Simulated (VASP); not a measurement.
# MgO (Fm-3m) in VASP: a series of runs

MgO is run at these levels: BLYP, RPBE, PBE+D3(BJ), PBE+D4; tasks: single point, relaxation of cell and atoms.

Program: VASP 6.6.1. These are calculated values, not measurements. Logs are shortened: lines on timing, memory, paths and dates and some standing lists are left out, and cuts for length are marked.

## Step 1: The cell of the first run

Symmetry: Fm-3m, No. 225, cubic system. The conventional cell has a = 4.273 Å, b = 4.273 Å, c = 4.273 Å, α = 90.00°, β = 90.00°, γ = 90.00°. Mg (site symmetry m-3m) has 6 O at 2.14 Å within 2.8 Å. Within 2.8 Å of O (site symmetry m-3m) lie 6 Mg at 2.14 Å.

## Step 2: Single point, BLYP

Contents of INCAR:

```
SYSTEM = MgO
  PREC = Accurate
  ENCUT = 520
  EDIFF = 1E-7
  ISMEAR = -1
  SIGMA = 0.05
  LREAL = .FALSE.
  LASPH = .TRUE.
  NELM = 80
  ALGO = Normal
  ISIF = 2
  LWAVE = .FALSE.
  LCHARG = .FALSE.
  GGA = B5
  ALDAX = 1.0
  AGGAX = 1.0
  AGGAC = 1.0
  ALDAC = 0.0
  NBANDS = 11
```

Contents of KPOINTS:

```
Automatic mesh
0
G
  11 11 11
  0 0 0
```

Contents of POSCAR:

```
MgO
1.0
    0.0000000000      2.1364354512      2.1364354512
    2.1364354512      0.0000000000      2.1364354512
    2.1364354512      2.1364354512      0.0000000000
Mg O
1 1
Direct
    0.0000000000      0.0000000000      0.0000000000
    0.5000000000      0.5000000000      0.5000000000
```

Potentials or basis: VASP PAW PBE potentials, release 64 (Mg, O).

Started as:

```
$ cat potpaw_PBE.64/Mg/POTCAR potpaw_PBE.64/O/POTCAR > POTCAR
$ mpirun -np 1 vasp_std > vasp.out
```

OUTCAR:

```text
SYSTEM = MgO
   PREC = Accurate
   ENCUT = 520
   EDIFF = 1E-7
   ISMEAR = -1
   LREAL = .FALSE.
   LASPH = .TRUE.
   NELM = 80
   ISIF = 2
   GGA = B5

 ion  position               nearest neighbor table
   1  0.000  0.000  0.000-   2 2.14   2 2.14   2 2.14   2 2.14   2 2.14   2 2.14
   2  0.500  0.500  0.500-   1 2.14   1 2.14   1 2.14   1 2.14   1 2.14   1 2.14

  LATTYP: Found a face centered cubic cell.
 ALAT       =     4.2728709024

  Lattice vectors:

 A1 = (   0.0000000000,   2.1364354512,   2.1364354512)
 A2 = (   2.1364354512,   0.0000000000,   2.1364354512)
 A3 = (   2.1364354512,   2.1364354512,   0.0000000000)

Analysis of symmetry for initial positions (statically):
=====================================================================
 Subroutine PRICEL returns:
 Original cell was already a primitive cell.

 Routine SETGRP: Setting up the symmetry group for a
 face centered cubic supercell.

 Subroutine GETGRP returns: Found 48 space group operations
 (whereof 48 operations were pure point group operations)
 out of a pool of 48 trial point group operations.

The static configuration has the point symmetry O_h .

Analysis of symmetry for dynamics (positions and initial velocities):
=====================================================================
 Subroutine PRICEL returns:
 Original cell was already a primitive cell.

 Routine SETGRP: Setting up the symmetry group for a
 face centered cubic supercell.

 Subroutine GETGRP returns: Found 48 space group operations
 (whereof 48 operations were pure point group operations)
 out of a pool of 48 trial point group operations.

The dynamic configuration has the point symmetry O_h .

 Subroutine INISYM returns: Found 48 space group operations
 (whereof 48 operations are pure point group operations),
 and found     1 'primitive' translations

----------------------------------------------------------------------------------------

                                     Primitive cell

  volume of cell :      19.5029

  direct lattice vectors                    reciprocal lattice vectors
     0.000000000  2.136435451  2.136435451    -0.234034686  0.234034686  0.234034686
     2.136435451  0.000000000  2.136435451     0.234034686 -0.234034686  0.234034686
     2.136435451  2.136435451  0.000000000     0.234034686  0.234034686 -0.234034686

  length of vectors
     3.021375990  3.021375990  3.021375990     0.405359967  0.405359967  0.405359967

  position of ions in fractional coordinates (direct lattice)
     0.000000000  0.000000000  0.000000000
     0.500000000  0.500000000  0.500000000

  ion indices of the primitive-cell ions
   primitive index   ion index
                 1           1
                 2           2

----------------------------------------------------------------------------------------

 KPOINTS: Automatic mesh

Automatic generation of k-mesh.
 Grid dimensions read from file:
 generate k-points for:   11   11   11

 Generating k-lattice:

  Cartesian coordinates                     Fractional coordinates (reciprocal lattice)
    -0.021275881  0.021275881  0.021275881     0.090909091  0.000000000  0.000000000
     0.021275881 -0.021275881  0.021275881     0.000000000  0.090909091  0.000000000
     0.021275881  0.021275881 -0.021275881     0.000000000  0.000000000  0.090909091

  Length of vectors
     0.036850906  0.036850906  0.036850906

  Shift w.r.t. Gamma in fractional coordinates (k-lattice)
     0.000000000  0.000000000  0.000000000

 Subroutine IBZKPT returns following result:
 ===========================================

 Found     56 irreducible k-points:

 Following reciprocal coordinates:
            Coordinates               Weight
  0.000000  0.000000  0.000000      1.000000
  0.090909  0.000000  0.000000      8.000000
  0.181818  0.000000  0.000000      8.000000
  0.272727  0.000000  0.000000      8.000000
  0.363636  0.000000  0.000000      8.000000
  0.454545  0.000000  0.000000      8.000000
[... 16 lines left out ...]
 -0.272727  0.181818  0.000000     24.000000
[... 48 lines left out ...]
      8      18.9248      0.00000
      9      23.2301      0.00000
     10      24.2986      0.00000
     11      24.2986      0.00000

 k-point     2 :       0.0909    0.0000    0.0000
  band No.  band energies     occupation
      1     -13.6616      2.00000
      2       2.6672      2.00000
      3       3.1354      2.00000
      4       3.1354      2.00000
      5       8.3017      0.00000
      6      17.9321      0.00000
      7      19.1100      0.00000
      8      19.1100      0.00000
      9      23.6066      0.00000
     10      23.6066      0.00000
     11      24.4901      0.00000

 k-point     3 :       0.1818    0.0000    0.0000
  band No.  band energies     occupation
      1     -13.4368      2.00000
      2       1.5642      2.00000
      3       3.0013      2.00000
      4       3.0013      2.00000
      5       9.3607      0.00000
      6      16.5202      0.00000
      7      19.4959      0.00000
      8      19.4959      0.00000
      9      22.8868      0.00000
     10      22.8868      0.00000
     11      25.0468      0.00000

 k-point     4 :       0.2727    0.0000    0.0000
  band No.  band energies     occupation
      1     -13.1208      2.00000
      2       0.3997      2.00000
      3       2.8329      2.00000
      4       2.8329      2.00000
      5      10.3548      0.00000
      6      15.6243      0.00000
      7      19.6053      0.00000
      8      19.6053      0.00000
      9      23.0864      0.00000
     10      23.0864      0.00000
     11      24.4819      0.00000
[... 239 lines left out ...]
 k-point    22 :      -0.3636    0.1818    0.0000
  band No.  band energies     occupation
      1     -12.5339      2.00000
      2      -0.5754      2.00000
      3       1.5896      2.00000
      4       2.5091      2.00000
      5      12.3704      0.00000
      6      15.2208      0.00000
      7      16.9156      0.00000
      8      19.8626      0.00000
      9      23.6629      0.00000
     10      24.3525      0.00000
     11      27.1738      0.00000

 k-point    23 :      -0.2727    0.1818    0.0000
  band No.  band energies     occupation
      1     -12.7463      2.00000
      2      -0.1109      2.00000
      3       1.7536      2.00000
      4       2.6746      2.00000
      5      11.9441      0.00000
      6      15.0975      0.00000
      7      17.4381      0.00000
      8      20.1531      0.00000
      9      22.5517      0.00000
     10      24.1872      0.00000
     11      27.2784      0.00000

 k-point    24 :      -0.1818    0.1818    0.0000
  band No.  band energies     occupation
      1     -13.0257      2.00000
      2       0.4923      2.00000
      3       2.1592      2.00000
      4       2.8487      2.00000
      5      11.0359      0.00000
      6      15.3411      0.00000
      7      18.2845      0.00000
      8      20.7134      0.00000
      9      21.0723      0.00000
     10      24.0873      0.00000
     11      27.1282      0.00000

 [... further k-points ...]

------------------------ aborting loop because EDIFF is reached ----------------------------------------

  FORCE on cell =-STRESS in cart. coord.  units (eV):
  Direction    XX          YY          ZZ          XY          YZ          ZX
  --------------------------------------------------------------------------------------
  -------------------------------------------------------------------------------------
  Total       -0.0588329     -0.0588329     -0.0588329     -0.0000000      0.0000000      0.0000000
  in kB       -4.8331612     -4.8331612     -4.8331612     -0.0000000      0.0000000      0.0000000
  external PRESSURE =      -4.8331612 kB  Pullay stress =       0.0000000 kB

 VOLUME and BASIS-vectors are now :
 -----------------------------------------------------------------------------
  energy-cutoff  :      520.00
  volume of cell :       19.50
      direct lattice vectors                 reciprocal lattice vectors
     0.000000000  2.136435451  2.136435451    -0.234034686  0.234034686  0.234034686
     2.136435451  0.000000000  2.136435451     0.234034686 -0.234034686  0.234034686
     2.136435451  2.136435451  0.000000000     0.234034686  0.234034686 -0.234034686

 POSITION                                       TOTAL-FORCE (eV/Angst)
 -----------------------------------------------------------------------------------
      0.00000      0.00000      0.00000         0.000000      0.000000     -0.000000
      2.13644      2.13644      2.13644        -0.000000     -0.000000      0.000000
 -----------------------------------------------------------------------------------
    total drift:                               -0.000000     -0.000000      0.000000

  FREE ENERGIE OF THE ION-ELECTRON SYSTEM (eV)
  ---------------------------------------------------
  free  energy   TOTEN  =       -11.3508664511 eV

  energy  without entropy=      -11.3508664511  energy(sigma->0) =      -11.35086645
```

Wall time 39 s (1 thread of AMD EPYC 7R13, shared host); peak memory 0.11 GiB.

What came out:

- Free energy: -11.3509 eV
- Pressure: -0.5 GPa
- Band gap on the k mesh: 4.60 eV, direct

Levels at points of the mesh, in eV from the valence-band top:
```csv
k point,band 1,band 2,band 3,band 4,band 5,band 6,band 7,band 8,band 9
"(0.00, 0.00, 0.00)",-16.93,0.00,0.00,0.00,4.60,15.74,15.74,15.74,20.04
```

Caveat: the PAW data sets were made with another functional, which shifts forces and pressure a little. Expect the measured gap to be larger: semilocal functionals such as BLYP lack the derivative discontinuity.

## Step 3: Relaxation of cell and atoms, RPBE

This run uses another cell than the first one, of 9.22 Å³/atom, 0.946 times its volume.

Contents of INCAR:

```
PREC = Accurate ; ENCUT = 600
EDIFF = 1E-7 ; ISMEAR = -1
SIGMA = 0.05 ; LREAL = False
LASPH = True ; NELM = 60
ALGO = Normal ; ISIF = 3
LWAVE = False ; LCHARG = False
GGA = RP ; IBRION = 2
NSW = 60 ; EDIFFG = -0.01
```

Contents of KPOINTS:

```
regular mesh
0
Gamma
  11 11 11
```

Contents of POSCAR:

```
MgO
1.0
    0.0000000000      2.0970013927      2.0970013927
    2.0970013927      0.0000000000      2.0970013927
    2.0970013927      2.0970013927      0.0000000000
Mg O
1 1
Direct
    0.0000000000      0.0000000000      0.0000000000
    0.5000000000      0.5000000000      0.5000000000
```

Potentials or basis: VASP PAW PBE potentials, release 64 (Mg, O).

Started as:

```
$ cat potpaw_PBE.64/Mg/POTCAR potpaw_PBE.64/O/POTCAR > POTCAR
$ mpirun -np 1 vasp_std > vasp.out
```

It took 42 s on 1 thread of AMD EPYC 7R13, shared host; peak memory 0.12 GiB.

It converged, with:

- Free energy: -11.2463 eV
- Relaxed volume: 9.85 Å³/atom
- Relaxed cell: a = 3.032 Å, b = 3.032 Å, c = 3.032 Å, α = 60.00°, β = 60.00°, γ = 60.00°
- Space group after relaxing (to 0.05 Å): Fm-3m (No. 225)
- Energy gained by relaxing: 20.0 meV/atom
- Ionic steps: 3
- Pressure after relaxing: 0.0 GPa
- Band gap on the k mesh: 4.33 eV, direct

Step by step:
```tsv
step	energy change (eV)	largest force (eV/Å)	pressure (GPa)	volume (Å³)
1	0.0000	0.0000	10.71	18.44
2	-0.0361	0.0000	-2.88	20.14
3	-0.0400	0.0000	0.03	19.71
```

Final structure:
```yaml
crystal:
  lattice:
    - [0.00000, 2.14385, 2.14385]
    - [2.14385, 0.00000, 2.14385]
    - [2.14385, 2.14385, 0.00000]
  atoms:
    - { symbol: Mg, position: [0.00000, 0.00000, 0.00000] }
    - { symbol: O, position: [0.50000, 0.50000, 0.50000] }
```

Levels at points of the mesh, in eV from the valence-band top:
```
           k point  band 1  band 2  band 3  band 4  band 5  band 6  band 7  band 8
(0.00, 0.00, 0.00)  -17.08    0.00    0.00    0.00    4.33   15.63   15.63   15.63
```

Caveat: the PAW data sets were made with another functional, which shifts forces and pressure a little.

## Step 4: Relaxation of cell and atoms, BLYP

This run uses another cell than the first one, of 9.22 Å³/atom, 0.946 times its volume.

Contents of INCAR:

```
SYSTEM = MgO
  PREC = Accurate
  ENCUT = 600
  EDIFF = 1E-7
  ISMEAR = -1
  SIGMA = 0.05
  LREAL = .FALSE.
  LASPH = .TRUE.
  NELM = 100
  ALGO = Normal
  ISIF = 3
  LWAVE = .FALSE.
  LCHARG = .FALSE.
  GGA = B5
  ALDAX = 1.0
  AGGAX = 1.0
  AGGAC = 1.0
  ALDAC = 0.0
  IBRION = 2
  NSW = 60
  EDIFFG = -0.01
```

Contents of KPOINTS:

```
Automatic mesh
0
G
  11 11 11
  0 0 0
```

POSCAR is that of step 3.

Started as:

```
$ cat potpaw_PBE.64/Mg/POTCAR potpaw_PBE.64/O/POTCAR > POTCAR
$ mpirun -np 1 vasp_std > vasp.out
```

Run time: 95 s. Hardware: 1 thread of AMD EPYC 7R13, shared host; peak memory 0.12 GiB.

The run converged. Its results:

| Item | Value |
| --- | --- |
| Free energy | -11.3508 eV |
| Relaxed volume | 9.71 Å³/atom |
| Relaxed cell | a = 3.017 Å, b = 3.017 Å, c = 3.017 Å, α = 60.00°, β = 60.00°, γ = 60.00° |
| Space group after relaxing (to 0.05 Å) | Fm-3m (No. 225) |
| Energy gained by relaxing | 12.6 meV/atom |
| Ionic steps | 3 |
| Pressure after relaxing | 0.0 GPa |
| Band gap on the k mesh | 4.64 eV, direct |

Step by step:
| step | energy change (eV) | largest force (eV/Å) | pressure (GPa) | volume (Å³) |
| --- | --- | --- | --- | --- |
| 1 | 0.0000 | 0.0000 | 8.53 | 18.44 |
| 2 | -0.0222 | 0.0000 | -2.60 | 19.78 |
| 3 | -0.0251 | 0.0000 | 0.00 | 19.43 |

Final structure:
```xyz
2
Lattice="0.0000 2.1336 2.1336 2.1336 0.0000 2.1336 2.1336 2.1336 0.0000" Properties=species:S:1:pos:R:3 pbc="T T T"
Mg    0.0000    0.0000    0.0000
O     2.1336    2.1336    2.1336
```

Levels at points of the mesh, in eV from the valence-band top:
| k point | band 1 | band 2 | band 3 | band 4 | band 5 | band 6 | band 7 | band 8 |
| --- | --- | --- | --- | --- | --- | --- | --- | --- |
| (0.00, 0.00, 0.00) | -16.95 | 0.00 | 0.00 | 0.00 | 4.64 | 15.76 | 15.76 | 15.76 |

Caveat: the PAW data sets were made with another functional, which shifts forces and pressure a little. Expect the measured gap to be larger: semilocal functionals such as BLYP lack the derivative discontinuity.

## Step 5: Relaxation of cell and atoms, PBE+D3(BJ)

This run uses another cell than the first one, of 9.22 Å³/atom, 0.946 times its volume.

Contents of INCAR:

```
SYSTEM = MgO
PREC = Accurate
ENCUT = 600
EDIFF = 1E-7
ISMEAR = -1
SIGMA = 0.05
LREAL = .FALSE.
LASPH = .TRUE.
NELM = 100
ALGO = Normal
ISIF = 3
LWAVE = .FALSE.
LCHARG = .FALSE.
GGA = PE
IVDW = 12
IBRION = 2
NSW = 60
EDIFFG = -0.01
```

KPOINTS is that of step 4.

POSCAR is that of step 4.

Started as:

```
$ cat potpaw_PBE.64/Mg/POTCAR potpaw_PBE.64/O/POTCAR > POTCAR
$ mpirun -np 1 vasp_std > vasp.out
```

Wall time 49 s (1 thread of AMD EPYC 7R13, shared host); peak memory 0.13 GiB.

Results (log left out):

```
Free energy                            : -12.4953 eV
Relaxed volume                         : 9.26 Å³/atom
Relaxed cell                           : a = 2.969 Å, b = 2.969 Å, c = 2.969 Å, α = 60.00°, β = 60.00°, γ = 60.00°
Space group after relaxing (to 0.05 Å) : Fm-3m (No. 225)
Energy gained by relaxing              : 0.1 meV/atom
Ionic steps                            : 3
Pressure after relaxing                : 0.0 GPa
Band gap on the k mesh                 : 4.82 eV, direct
Dispersion energy per atom             : -0.296 eV
```

Step by step:
```
step  energy change (eV)  largest force (eV/Å)  pressure (GPa)  volume (Å³)
   1              0.0000                0.0000            0.61        18.44
   2             -0.0001                0.0000           -0.21        18.54
   3             -0.0001                0.0000            0.00        18.51
```

Final structure:
```yaml
crystal:
  lattice:
    - [0.00000, 2.09961, 2.09961]
    - [2.09961, 0.00000, 2.09961]
    - [2.09961, 2.09961, 0.00000]
  atoms:
    - { symbol: Mg, position: [0.00000, 0.00000, 0.00000] }
    - { symbol: O, position: [0.50000, 0.50000, 0.50000] }
```

Levels at points of the mesh, in eV from the valence-band top:
```tsv
k point	band 2	band 3	band 4	band 5	band 6	band 7
(0.00, 0.00, 0.00)	0.00	0.00	0.00	4.82	15.85	15.85
```

## Step 6: Relaxation of cell and atoms, PBE+D4

This run uses another cell than the first one, of 9.22 Å³/atom, 0.946 times its volume.

Contents of INCAR:

```
ALGO = Normal
EDIFF = 1E-6
EDIFFG = -0.01
ENCUT = 600
GGA = PE
IBRION = 2
ISIF = 3
ISMEAR = -1
IVDW = 13
LASPH = True
LCHARG = False
LREAL = False
LWAVE = False
NELM = 100
NSW = 60
PREC = Accurate
SIGMA = 0.05
```

Contents of KPOINTS:

```
k-points
0
Gamma
  11 11 11
```

POSCAR is that of step 5.

Potentials or basis: VASP PAW PBE potentials, release 64 (Mg, O).

Started as:

```
$ cat potpaw_PBE.64/Mg/POTCAR potpaw_PBE.64/O/POTCAR > POTCAR
$ mpirun -np 1 vasp_std > vasp.out
```

Wall time 52 s (1 thread of AMD EPYC 7R13, shared host); peak memory 0.12 GiB.

The run converged. Its results:

* Free energy: -12.2399 eV
* Relaxed volume: 9.38 Å³/atom
* Relaxed cell: a = 2.982 Å, b = 2.982 Å, c = 2.982 Å, α = 60.00°, β = 60.00°, γ = 60.00°
* Space group after relaxing (to 0.05 Å): Fm-3m (No. 225)
* Energy gained by relaxing: 1.3 meV/atom
* Ionic steps: 3
* Pressure after relaxing: 0.0 GPa
* Band gap on the k mesh: 4.69 eV, direct
* Dispersion energy per atom: -0.165 eV

Step by step:
| step | energy change (eV) | largest force (eV/Å) | pressure (GPa) | volume (Å³) |
| --- | --- | --- | --- | --- |
| 1 | 0.0000 | 0.0000 | 2.65 | 18.44 |
| 2 | -0.0023 | 0.0000 | -0.85 | 18.85 |
| 3 | -0.0025 | 0.0000 | -0.01 | 18.75 |

Final structure:
```cif
data_structure
_symmetry_space_group_name_H-M 'P 1'
_symmetry_Int_Tables_number 1
_cell_length_a 2.9820
_cell_length_b 2.9820
_cell_length_c 2.9820
_cell_angle_alpha 60.000
_cell_angle_beta 60.000
_cell_angle_gamma 60.000
_cell_volume 18.75
loop_
_atom_site_label
_atom_site_type_symbol
_atom_site_fract_x
_atom_site_fract_y
_atom_site_fract_z
_atom_site_occupancy
Mg1 Mg 0.00000 0.00000 0.00000 1
O1 O 0.50000 0.50000 0.50000 1
```

Levels at points of the mesh, in eV from the valence-band top:
```tsv
k point	band 2	band 3	band 4	band 5	band 6	band 7
(0.00, 0.00, 0.00)	0.00	0.00	0.00	4.69	15.78	15.78
```

Expect the measured gap to be larger: semilocal functionals such as PBE lack the derivative discontinuity.

## Step 7: The runs side by side

```tsv
task	level	cell	cutoff (eV)	gap on the mesh (eV)	pressure (GPa)	relaxed volume (Å³/atom)
single point	BLYP	a = 3.021 Å, angles 60.0°, 2 atoms	520	4.60	-0.5	-
relaxation of cell and atoms	RPBE	relaxed from a = 2.966 Å, angles 60.0°, 2 atoms	600	4.33	0.0	9.85
relaxation of cell and atoms	BLYP	relaxed from a = 2.966 Å, angles 60.0°, 2 atoms	600	4.64	0.0	9.71
relaxation of cell and atoms	PBE+D3(BJ)	relaxed from a = 2.966 Å, angles 60.0°, 2 atoms	600	4.82	0.0	9.26
relaxation of cell and atoms	PBE+D4	relaxed from a = 2.966 Å, angles 60.0°, 2 atoms	600	4.69	0.0	9.38
```

Alike in all rows: potentials or basis VASP PAW PBE potentials, release 64 (Mg, O); no spin polarisation; k mesh 11 × 11 × 11; smearing fermi-dirac 0.05 eV.

Caveats: the PAW data sets were made with another functional, which shifts forces and pressure a little (some runs).

Absolute energies hang on the potentials; compare differences alone.
